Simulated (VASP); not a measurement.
YF: single point with r2SCAN

Crystal: YF.

```
Y F
1.0
     0.00000    2.63644    2.63644
     2.63644    0.00000    2.63644
     2.63644    2.63644    0.00000
Y F
1 1
Direct
  0.00000 0.00000 0.00000
  0.50000 0.50000 0.50000
```

| Item | Value |
| --- | --- |
| Program | VASP 6.6.1 |
| Task | single point |
| Functional | r2SCAN |
| Potentials or basis | VASP PAW PBE potentials, release 64 (Y_sv, F) |
| Cutoff | 660 eV |
| k mesh | 6 × 6 × 6 |
| Occupations | fermi-dirac, width 0.1 eV |
| Spin | no spin polarisation |
| Dipole correction | no |
| Further INCAR settings | ALGO = Normal; EDIFF = 1e-06; NBANDS = 16 |

The pressure is -4.8 GPa and the band gap on the k mesh is zero (band 9 reaches 5.06 eV, above the bottom of band 10 at 4.74 eV).

Levels at points of the mesh, in eV from the Fermi level:
| k point | band 6 | band 7 | band 8 | band 9 | band 10 | band 11 | band 12 | band 13 |
| --- | --- | --- | --- | --- | --- | --- | --- | --- |
| (0.00, 0.00, 0.00) | -7.74 | -7.74 | -7.74 | -2.75 | 0.85 | 0.85 | 0.85 | 2.65 |
| (0.50, 0.00, 0.00) | -8.85 | -8.23 | -8.23 | -0.22 | 2.07 | 2.42 | 2.42 | 4.71 |
| (0.50, 0.50, 0.00) | -8.18 | -7.86 | -7.86 | -1.72 | 1.16 | 3.37 | 3.93 | 4.35 |

Run time: 40 s on 1 thread of Intel(R) Xeon(R) Platinum 8559C (Emerald Rapids), with other jobs on the host, peak memory 0.2 GiB.

Caveat: the PAW data sets were made with another functional, which shifts forces and pressure a little.
